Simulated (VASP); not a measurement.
Ga2O3: single point with PBE

The system is Ga2O3.

```
CELL_PARAMETERS angstrom
2.49226 1.43891 4.48064
-2.49226 1.43891 4.48064
0.00000 -2.87781 4.48064
ATOMIC_POSITIONS crystal
Ga 0.85543 0.85543 0.85543
Ga 0.35543 0.35543 0.35543
Ga 0.14457 0.14457 0.14457
Ga 0.64457 0.64457 0.64457
O 0.44637 0.05363 0.75000
O 0.05363 0.75000 0.44637
O 0.55363 0.94637 0.25000
O 0.25000 0.55363 0.94637
O 0.94637 0.25000 0.55363
O 0.75000 0.44637 0.05363
```

```yaml
Program: VASP 6.6.1
Task: single point
Functional: PBE
Potentials_or_basis: VASP PAW PBE potentials, release 64 (Ga_d, O)
Cutoff: 520 eV
k_mesh: 6 × 6 × 6
Occupations: fermi-dirac, width 0.02 eV
Spin: no spin polarisation
```

```yaml
Pressure: 10.5 GPa
Largest_force: 0.069 eV/Å
Band_gap_on_the_k_mesh: 2.85 eV (least direct gap 3.10 eV)
```

Forces on the atoms (eV/Å):
```
Ga   0.000  0.000  0.069
Ga   0.000  0.000  0.069
Ga   0.000  0.000 -0.069
Ga   0.000  0.000 -0.069
O    0.020  0.000  0.000
O   -0.010 -0.018  0.000
O   -0.020  0.000  0.000
O    0.010 -0.018  0.000
O    0.010  0.018  0.000
O   -0.010  0.018  0.000
```

Stress tensor (GPa, compression positive):
```
10.90  0.00  0.00
 0.00 10.90  0.00
 0.00  0.00  9.62
```

Levels at points of the mesh, in eV from the valence-band top:
```csv
k point,band 40,band 41,band 42,band 43,band 44,band 45,band 46,band 47,band 48,band 49
"(0.00, 0.00, 0.00)",-0.33,-0.31,-0.31,-0.25,-0.25,2.85,6.71,6.87,8.96,10.17
"(0.50, 0.00, 0.00)",-1.20,-0.99,-0.99,-0.15,-0.15,6.43,6.43,6.78,6.78,9.95
"(0.50, 0.50, 0.00)",-1.03,-0.86,-0.70,-0.25,-0.15,6.58,6.78,7.64,7.75,8.77
"(0.50, 0.50, 0.50)",-1.48,-0.30,-0.30,-0.30,-0.30,5.90,5.90,7.89,7.89,9.53
```

Wall time 5.2 min on 1 thread of Intel(R) Xeon(R) Platinum 8488C (Sapphire Rapids), on a shared host, peak memory 0.3 GiB.

Caveat: the cell stands under pressure. A k mesh can miss the band edges.
